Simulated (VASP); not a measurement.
The system is Pr4Hg.

```
CELL_PARAMETERS angstrom
3.22569 1.86235 3.92882
-3.22569 1.86235 3.92882
0.00000 -3.72471 3.92882
ATOMIC_POSITIONS crystal
Pr 0.59169 0.02316 0.59169
Pr 0.59169 0.59169 0.02316
Pr 0.02316 0.59169 0.59169
Pr 0.93384 0.93384 0.93384
Hg 0.33555 0.33555 0.33555
```

The cell was generated, and may not be a known phase.

| Item | Value |
| --- | --- |
| Program | VASP 6.6.1 |
| Task | relaxation of cell and atoms |
| Functional | PBE |
| Potentials or basis | VASP PAW PBE potentials, release 64 (Pr_3, Hg), 4f in core |
| Cutoff | 500 eV |
| k mesh | 3 × 3 × 3 |
| Occupations | gaussian, width 0.2 eV |
| Spin | no spin polarisation |

At the start: pressure 46.9 GPa; volume 28.32 Å³/atom.

Task: Where does the relaxation end?

Result: Over 33 steps the energy falls by 2910.8 meV/atom and the volume is 35.56 Å³/atom (+25.6 %); space group R3m (No. 160, to 0.1 Å) before and after.

The path:
| step | energy change (eV) | largest force (eV/Å) | pressure (GPa) | volume (Å³) |
| --- | --- | --- | --- | --- |
| 1 | 0.0000 | 14.9845 | 46.89 | 141.61 |
| 2 | -7.9093 | 1.6869 | -0.91 | 380.41 |
| 3 | -8.0944 | 1.7933 | -0.88 | 364.84 |
| 4 | -8.2700 | 1.8945 | -0.88 | 350.63 |
| 5 | -9.9181 | 3.0483 | 0.54 | 231.61 |
| 6 | -9.3386 | 3.7689 | 8.37 | 183.21 |
| 7 | -9.9126 | 3.2341 | 1.23 | 223.53 |
| 8 | -9.9416 | 3.2709 | 1.89 | 216.58 |
| 9 | -11.1809 | 1.9277 | -0.96 | 237.01 |
| 10 | -11.5677 | 1.4692 | -1.84 | 250.50 |
| 11 | -11.5352 | 0.7306 | -4.07 | 278.91 |
| 12 | -11.7027 | 1.0112 | -2.93 | 262.94 |
| 13 | -12.4864 | 1.5793 | -1.85 | 233.80 |
| 14 | -12.9174 | 3.2255 | 1.61 | 201.25 |
| 15 | -13.2914 | 2.7450 | 2.38 | 192.74 |
| 16 | -13.3275 | 1.6896 | 3.55 | 186.79 |
| 17 | -13.3469 | 2.2242 | 3.00 | 189.14 |
| 18 | -13.6368 | 0.9261 | 0.45 | 199.54 |
| 19 | -13.6725 | 0.3657 | -0.57 | 205.16 |
| 20 | -13.7426 | 0.4643 | -0.63 | 204.02 |
| 21 | -13.9147 | 0.6499 | -0.79 | 200.20 |
| 22 | -14.0820 | 1.0295 | -0.80 | 190.93 |
| 23 | -14.1600 | 0.9996 | -0.55 | 187.65 |
| 24 | -14.2982 | 0.8740 | 0.45 | 177.71 |
| 25 | -14.3029 | 0.8061 | 0.92 | 174.15 |
| 26 | -14.4110 | 0.4866 | 0.50 | 175.97 |
| 27 | -14.4798 | 0.6046 | -0.08 | 178.78 |
| 28 | -14.4803 | 0.6212 | -0.13 | 179.04 |
| 29 | -14.5122 | 0.4809 | -0.10 | 178.47 |
| 30 | -14.5490 | 0.2018 | 0.11 | 176.69 |
| 31 | -14.5493 | 0.1748 | 0.09 | 176.85 |
| 32 | -14.5536 | 0.0972 | -0.13 | 177.51 |
| 33 | -14.5540 | 0.0662 | -0.23 | 177.80 |

Final structure:
```cif
data_structure
_symmetry_space_group_name_H-M 'P 1'
_symmetry_Int_Tables_number 1
_cell_length_a 5.8071
_cell_length_b 5.8071
_cell_length_c 5.8071
_cell_angle_alpha 74.519
_cell_angle_beta 74.519
_cell_angle_gamma 74.519
_cell_volume 177.80
loop_
_atom_site_label
_atom_site_type_symbol
_atom_site_fract_x
_atom_site_fract_y
_atom_site_fract_z
_atom_site_occupancy
Pr1 Pr 0.58772 0.09186 0.58772 1
Pr2 Pr 0.58772 0.58772 0.09186 1
Pr3 Pr 0.09186 0.58772 0.58772 1
Pr4 Pr 0.98504 0.98504 0.98504 1
Hg1 Hg 0.22358 0.22358 0.22358 1
```

Caveat: the k points lie up to 0.38 Å⁻¹ apart in the final cell; the volume moved by over 15 % at a fixed basis, so the end points are rough; the relaxation stopped at a loose force limit of 0.08 eV/Å, so its end isn't a converged minimum.
